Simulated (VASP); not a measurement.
# Te2Mo in VASP: single point with PBE+D3(BJ)

Aim: the single point of Te2Mo with PBE+D3(BJ).

Everything below comes from runs of VASP 6.6.1. Logs are shortened: lines on timing, memory, paths and dates and some standing lists are left out, and cuts for length are marked.

## 1. The cell of the first run

The cell holds a slab with vacuum, 6 atoms: a = 3.504 Å, b = 3.504 Å, c = 24.768 Å, α = 90.00°, β = 90.00°, γ = 120.00°.

## 2. Single point, PBE+D3(BJ)

Contents of INCAR:

```
SYSTEM = Te2Mo
PREC = Accurate
ENCUT = 520
EDIFF = 1E-7
ISMEAR = 0
SIGMA = 0.05
LREAL = .FALSE.
LASPH = .TRUE.
NELM = 100
ALGO = Normal
ISIF = 2
LWAVE = .FALSE.
LCHARG = .FALSE.
LDIPOL = .TRUE.
IDIPOL = 3
DIPOL = 0.5 0.5 0.406
GGA = PE
IVDW = 12
NBANDS = 35
```

Contents of KPOINTS:

```
regular mesh
0
G
  9 9 1
  0 0 0
```

Contents of POSCAR:

```
Te2Mo
1.0
    3.5038816881      0.0000000000      0.0000000000
   -1.7519408440      3.0344505538      0.0000000000
    0.0000000000      0.0000000000     24.7677198395
Te Mo
4 2
Direct
    0.3333333333      0.6666666667      0.1816881017
    0.3333333333      0.6666666667      0.3284056818
    0.6666666667      1.3333333333      0.4830424438
    0.6666666667      1.3333333333      0.6297600240
    0.6666666667      0.3333333333      0.2550468917
    1.0000000000      1.0000000000      0.5564012339
```

Potentials or basis: VASP PAW PBE potentials, release 64 (Te, Mo_sv).

The run is started by

```
cat potpaw_PBE.64/Te/POTCAR potpaw_PBE.64/Mo_sv/POTCAR > POTCAR
mpirun -np 1 vasp_std > vasp.out
```

OUTCAR:

```text
SYSTEM = Te2Mo
   PREC = Accurate
   ENCUT = 520
   EDIFF = 1E-7
   ISMEAR = 0
   LREAL = .FALSE.
   LASPH = .TRUE.
   NELM = 100
   ISIF = 2
   GGA = PE
   IVDW = 12
 IVDW          = 12

 ion  position               nearest neighbor table
   1  0.333  0.667  0.182-   5 2.72   5 2.72   5 2.72   2 3.63
   2  0.333  0.667  0.328-   5 2.72   5 2.72   5 2.72   1 3.63
   3  0.667  0.333  0.483-   6 2.72   6 2.72   6 2.72   4 3.63
   4  0.667  0.333  0.630-   6 2.72   6 2.72   6 2.72   3 3.63
   5  0.667  0.333  0.255-   1 2.72   1 2.72   1 2.72   2 2.72   2 2.72   2 2.72
   6  0.000  0.000  0.556-   3 2.72   4 2.72   3 2.72   4 2.72   3 2.72   4 2.72

  LATTYP: Found a hexagonal cell.
 ALAT       =     3.5038816881
 C/A-ratio  =     7.0686518679

  Lattice vectors:

 A1 = (   3.5038816881,   0.0000000000,   0.0000000000)
 A2 = (  -1.7519408440,   3.0344505538,   0.0000000000)
 A3 = (   0.0000000000,   0.0000000000,  24.7677198395)

Analysis of symmetry for initial positions (statically):
=====================================================================
 Subroutine PRICEL returns:
 Original cell was already a primitive cell.

 Routine SETGRP: Setting up the symmetry group for a
 hexagonal supercell.

 Subroutine GETGRP returns: Found  6 space group operations
 (whereof  6 operations were pure point group operations)
 out of a pool of 24 trial point group operations.

The static configuration has the point symmetry C_3v.

Analysis of symmetry for dynamics (positions and initial velocities):
=====================================================================
 Subroutine PRICEL returns:
 Original cell was already a primitive cell.

 Routine SETGRP: Setting up the symmetry group for a
 hexagonal supercell.

 Subroutine GETGRP returns: Found  6 space group operations
 (whereof  6 operations were pure point group operations)
 out of a pool of 24 trial point group operations.

The dynamic configuration has the point symmetry C_3v.

 Subroutine INISYM returns: Found  6 space group operations
 (whereof  6 operations are pure point group operations),
 and found     1 'primitive' translations

----------------------------------------------------------------------------------------

                                     Primitive cell

  volume of cell :     263.3392

  direct lattice vectors                    reciprocal lattice vectors
     3.503881688  0.000000000  0.000000000     0.285397764  0.164774476  0.000000000
    -1.751940844  3.034450554  0.000000000     0.000000000  0.329548952  0.000000000
     0.000000000  0.000000000 24.767719839     0.000000000  0.000000000  0.040375134

  length of vectors
     3.503881688  3.503881688 24.767719839     0.329548952  0.329548952  0.040375134

  position of ions in fractional coordinates (direct lattice)
     0.333333333  0.666666667  0.181688102
     0.333333333  0.666666667  0.328405682
     0.666666667  0.333333333  0.483042444
     0.666666667  0.333333333  0.629760024
     0.666666667  0.333333333  0.255046892
     0.000000000  0.000000000  0.556401234

  ion indices of the primitive-cell ions
   primitive index   ion index
                 1           1
                 2           2
                 3           3
                 4           4
                 5           5
                 6           6

----------------------------------------------------------------------------------------

 KPOINTS: regular mesh

Automatic generation of k-mesh.
 Grid dimensions read from file:
 generate k-points for:    9    9    1

 Generating k-lattice:

  Cartesian coordinates                     Fractional coordinates (reciprocal lattice)
     0.031710863  0.018308275  0.000000000     0.111111111  0.000000000  0.000000000
     0.000000000  0.036616550  0.000000000     0.000000000  0.111111111  0.000000000
     0.000000000  0.000000000  0.040375134     0.000000000  0.000000000  1.000000000

  Length of vectors
     0.036616550  0.036616550  0.040375134

  Shift w.r.t. Gamma in fractional coordinates (k-lattice)
     0.000000000  0.000000000  0.000000000

 Subroutine IBZKPT returns following result:
 ===========================================

 Found     12 irreducible k-points:

 Following reciprocal coordinates:
            Coordinates               Weight
  0.000000  0.000000  0.000000      1.000000
  0.111111  0.000000  0.000000      6.000000
  0.222222 -0.000000  0.000000      6.000000
  0.333333  0.000000  0.000000      6.000000
  0.444444 -0.000000  0.000000      6.000000
  0.111111  0.111111  0.000000      6.000000
  0.222222  0.111111  0.000000     12.000000
  0.333333  0.111111  0.000000     12.000000
  0.444444  0.111111  0.000000      6.000000
  0.222222  0.222222  0.000000      6.000000
  0.333333  0.222222  0.000000     12.000000
  0.333333  0.333333  0.000000      2.000000
   k-points           NKPTS =     12   k-points in BZ     NKDIM =     12   number of bands    NBANDS=     35
   number of dos      NEDOS =    301   number of ions     NIONS =      6
   total plane-waves  NPLWV = 150528
   dimension x,y,z NGX =    28 NGY =   28 NGZ =  192
   dimension x,y,z NGXF=    56 NGYF=   56 NGZF=  384
   ions per type =               4   2
   NGX,Y,Z   is equivalent  to a cutoff of  13.28, 13.28, 12.89 a.u.
   NGXF,Y,Z  is equivalent  to a cutoff of  26.57, 26.57, 25.77 a.u.
 SYSTEM =  Te2Mo
   PREC   = accura    normal or accurate (medium, high low for compatibility)
   ISTART =      0    job   : 0-new  1-cont  2-samecut
   ICHARG =      2    charge: 1-file 2-atom 10-const
   ISPIN  =      1    spin polarized calculation?
   LNONCOLLINEAR =      F non collinear calculations
   LSORBIT =      F    spin-orbit coupling
   LASPH  =      T    aspherical Exc in radial PAW
   ENCUT  =  520.0 eV  38.22 Ry    6.18 a.u.   6.51  6.51 46.05*2*pi/ulx,y,z
   NELM   =    100;   NELMIN=  2; NELMDL= -5     # of ELM steps
   EDIFF  = 0.1E-06   stopping-criterion for ELM
   LREAL  =      F    real-space projection
   EDIFFG = 0.1E-05   stopping-criterion for IOM
   NSW    =      0    number of steps for IOM
   IBRION =     -1    ionic relax: 0-MD 1-quasi-New 2-CG
   NFREE  =      0    steps in history (QN), initial steepest desc. (CG)
   ISIF   =      2    stress and relaxation
   ISYM   =      2    0-nonsym 1-usesym 2-fastsym
   POTIM  = 0.5000    time-step for ionic-motion
   TEBEG  =    0.0;   TEEND  =   0.0 temperature during run
   PSTRESS=    0.0 pullay stress
   NELECT =      52.0000    total number of electrons
   NUPDOWN=      -1.0000    fix difference up-down
   EMIN   =  10.00;   EMAX   =-10.00  energy-range for DOS
   EFERMI =   0.00;   METHOD = LEGACY
   ISMEAR =     0;   SIGMA  =   0.05  broadening in eV -4-tet -1-fermi 0-gaus
   EFERMI_NEDOS =   21; number of points for ismear=-14 and -15
   IALGO  =     38    algorithm
   IMIX   =      4    mixing-type and parameters
     AMIX     =   0.40;   BMIX     =  1.00
     AMIX_MAG =   1.60;   BMIX_MAG =  1.00
  volume/ion in A,a.u.               =      43.89       296.18
  Fermi-wavevector in a.u.,A,eV,Ry     =   0.953317  1.801508 12.365161  0.908814
  Thomas-Fermi vector in A             =   2.081961
   LORBIT       =      0    0 simple, 1 ext, 2 COOP (PROOUT), +10 PAW based schemes
   GGA     = PE    functional components
   LHFCALC =     F    Hartree Fock is set to
   AEXX    =    0.0000 exact exchange contribution
   IVDW    =    12    specifies the selected vdW correction
   LEPSILON=     F    determine dielectric tensor
   LRPA    =     F    only Hartree local field effects (RPA)
 non-spin polarized calculation
 Gauss-broadening in eV      SIGMA  =   0.05
  energy-cutoff  :      520.00
  volume of cell :      263.34
 maximum number of plane-waves:      7173
 NGX is ok and might be reduce to    28
   NGX = 13   NGY = 13   NGZ = 93

 dipolmoment           0.000000      0.000000     -0.000002 electrons x Angstroem

 number of electron      51.9999998 magnetization

 dipolmoment           0.000000      0.000000      0.001730 electrons x Angstroem

 Free energy of the ion-electron system (eV)
  ---------------------------------------------------
  ext. energy  EPLUGINS =         0.00000000
  ---------------------------------------------------
  free energy    TOTEN  =       -36.02005558 eV

  energy without entropy =      -36.02005558  energy(sigma->0) =      -36.02005558

 E-fermi :   2.8838     XC(G=0):  -6.4407

 val. band max:        2.4799814162   @ k =   0.3333   0.3333   0.0000
 cond. band min:       3.6239308678   @ k =   0.2222   0.2222   0.0000
 fundamental gap:      1.1439494516
 Fermi energy:         2.8837978330

 k-point     1 :       0.0000    0.0000    0.0000
  band No.  band energies     occupation
      1     -58.2004      2.00000
      2     -58.1741      2.00000
      3     -32.3777      2.00000
      4     -32.3504      2.00000
      5     -32.2330      2.00000
      6     -32.2330      2.00000
[... 27 lines left out ...]
     34       5.9723      0.00000
     35       6.6460      0.00000

 k-point     2 :       0.1111    0.0000    0.0000
  band No.  band energies     occupation
      1     -58.1992      2.00000
      2     -58.1729      2.00000
      3     -32.3742      2.00000
      4     -32.3469      2.00000
      5     -32.2489      2.00000
      6     -32.2367      2.00000
[... 27 lines left out ...]
     34       5.8338      0.00000
     35       6.8884      0.00000

 k-point     3 :       0.2222   -0.0000    0.0000
  band No.  band energies     occupation
      1     -58.1961      2.00000
      2     -58.1698      2.00000
      3     -32.3654      2.00000
      4     -32.3381      2.00000
      5     -32.2890      2.00000
      6     -32.2633      2.00000
[... 27 lines left out ...]
     34       6.0700      0.00000
     35       7.4342      0.00000
[... 267 lines left out ...]
 k-point    11 :       0.3333    0.2222    0.0000
  band No.  band energies     occupation
      1     -58.1894      2.00000
      2     -58.1631      2.00000
      3     -32.3477      2.00000
      4     -32.3459      2.00000
      5     -32.3220      2.00000
      6     -32.3186      2.00000
[... 27 lines left out ...]
     34       6.4042      0.00000
     35       7.1671      0.00000

 k-point    12 :       0.3333    0.3333    0.0000
  band No.  band energies     occupation
      1     -58.1888      2.00000
      2     -58.1625      2.00000
      3     -32.3442      2.00000
      4     -32.3350      2.00000
      5     -32.3182      2.00000
      6     -32.3169      2.00000
[... 27 lines left out ...]
     34       6.5689      0.00000
     35       7.2176      0.00000

------------------------ aborting loop because EDIFF is reached ----------------------------------------

 vacuum level on the upper side and lower side of the slab       (xc-potential included)        -0.100        -0.124

 Edisp (eV)   -2.72030

 E8    (eV) :    -1.2876

  FORCE on cell =-STRESS in cart. coord.  units (eV):
  Direction    XX          YY          ZZ          XY          YZ          ZX
  --------------------------------------------------------------------------------------
  -------------------------------------------------------------------------------------
  Total      -0.20856    -0.20856    -0.70723    -0.00000     0.00000     0.00000
  in kB      -1.26888    -1.26888    -4.30284    -0.00000     0.00000     0.00000
  external pressure =       -2.28 kB  Pullay stress =        0.00 kB

 VOLUME and BASIS-vectors are now :
 -----------------------------------------------------------------------------
  energy-cutoff  :      520.00
  volume of cell :      263.34
      direct lattice vectors                 reciprocal lattice vectors
     3.503881688  0.000000000  0.000000000     0.285397764  0.164774476  0.000000000
    -1.751940844  3.034450554  0.000000000     0.000000000  0.329548952  0.000000000
     0.000000000  0.000000000 24.767719839     0.000000000  0.000000000  0.040375134

 POSITION                                       TOTAL-FORCE (eV/Angst)
 -----------------------------------------------------------------------------------
     -0.00000      2.02297      4.50000        -0.000000      0.000000      0.002433
     -0.00000      2.02297      8.13386         0.000000     -0.000000      0.135104
      1.75194      1.01148     11.96386        -0.000000      0.000000     -0.125230
      1.75194      1.01148     15.59772         0.000000      0.000000      0.005697
      1.75194      1.01148      6.31693         0.000000      0.000000      0.013697
      0.00000      0.00000     13.78079        -0.000000      0.000000     -0.031702
 -----------------------------------------------------------------------------------
    total drift:                               -0.000000      0.000000     -0.000670

  FREE ENERGIE OF THE ION-ELECTRON SYSTEM (eV)
  ---------------------------------------------------
  free  energy   TOTEN  =       -38.7403586402 eV

  energy  without entropy=      -38.7403586402  energy(sigma->0) =      -38.74035864

 vacuum level on the upper side and lower side of the slab         7.220         7.199
```

It took 1.7 min on 1 thread of Intel Xeon 6975P-C (Granite Rapids), shared host; peak memory 0.4 GiB.

Results:

```
Free energy                : -38.7404 eV
Largest force              : 0.135 eV/Å
Band gap on the k mesh     : 1.14 eV, indirect (least direct gap 1.16 eV)
Dispersion energy per atom : -0.453 eV
```

Forces in eV/Å, atoms in the order of the input:
```
Te   0.000  0.000  0.002
Te   0.000  0.000  0.135
Te   0.000  0.000 -0.125
Te   0.000  0.000  0.006
Mo   0.000  0.000  0.014
Mo   0.000  0.000 -0.032
```

Levels at points of the mesh, in eV from the valence-band top:
| k point | band 23 | band 24 | band 25 | band 26 | band 27 | band 28 | band 29 | band 30 |
| --- | --- | --- | --- | --- | --- | --- | --- | --- |
| (0.00, 0.00, 0.00) | -0.82 | -0.82 | -0.72 | -0.26 | 3.16 | 3.16 | 3.21 | 3.21 |

Caveat: spin-orbit coupling is left out, which moves the levels of the heavy elements.
